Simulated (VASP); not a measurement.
Set up this calculation in VASP 6.6.1, as the native input.

```
Task                   : single point
Functional             : PBE
Dispersion             : D3(BJ)
Potentials or basis    : VASP PAW PBE potentials, release 64 (C)
Cutoff                 : 600 eV
k mesh                 : 21 × 21 × 8
Occupations            : gaussian, width 0.15 eV
Spin                   : no spin polarisation
Dipole correction      : no
Further INCAR settings : ALGO = Normal; EDIFF = 1e-06; NBANDS = 16
```

The structure of C lies in POSCAR:

```
C
1.0
    2.5270723569      0.0000000000      0.0000000000
   -1.2635361784      2.1885088582      0.0000000000
    0.0000000000      0.0000000000      6.0290892290
C
4
Direct
    0.0000000000      0.0000000000      0.0025000000
    0.0000000000      0.0000000000      0.5025000000
    0.3333333333      0.6666666667      0.0025000000
    0.6666666667      0.3333333333      0.5025000000
```

This cell differs from its parent crystal: volume 8.336 Å^3 an atom, c/a of the conventional cell 2.3858.

One way to write it, as run:

INCAR

```
PREC     = Accurate       # precision mode
ENCUT    = 600            # plane-wave cutoff, eV
EDIFF    = 1E-6           # SCF threshold, eV
ISMEAR   = 0              # smearing method
SIGMA    = 0.15           # smearing width, eV
LREAL    = False          # projectors in reciprocal space
LASPH    = True           # aspherical terms in the spheres
NELM     = 120            # most SCF steps
ALGO     = Normal         # electronic algorithm
ISIF     = 2              # what is computed and relaxed
LWAVE    = False          # write WAVECAR
LCHARG   = True           # write CHGCAR
GGA      = PE             # functional
IVDW     = 12             # dispersion correction
LELF     = True           # ELF
LVHAR    = True         
NBANDS   = 16             # bands
GGA_COMPAT= False
```

KPOINTS

```
regular mesh
0
Gamma
  21 21 8
```

Potentials or basis: VASP PAW PBE potentials, release 64 (C).

Run with:

```console
$ cat potpaw_PBE.64/C/POTCAR > POTCAR
$ mpirun -np 1 vasp_std > vasp.out
```

Results of the run:

```json
{
  "Pressure": "-19.5 GPa",
  "Band gap on the k mesh": "zero (band 8 reaches 5.21 eV, above the bottom of band 9 at 5.11 eV)",
  "Dispersion energy per atom": "-0.174 eV"
}
```

It took 92 s on 1 thread of Intel Xeon 6975P-C (shared host), peak memory 0.24 GiB.
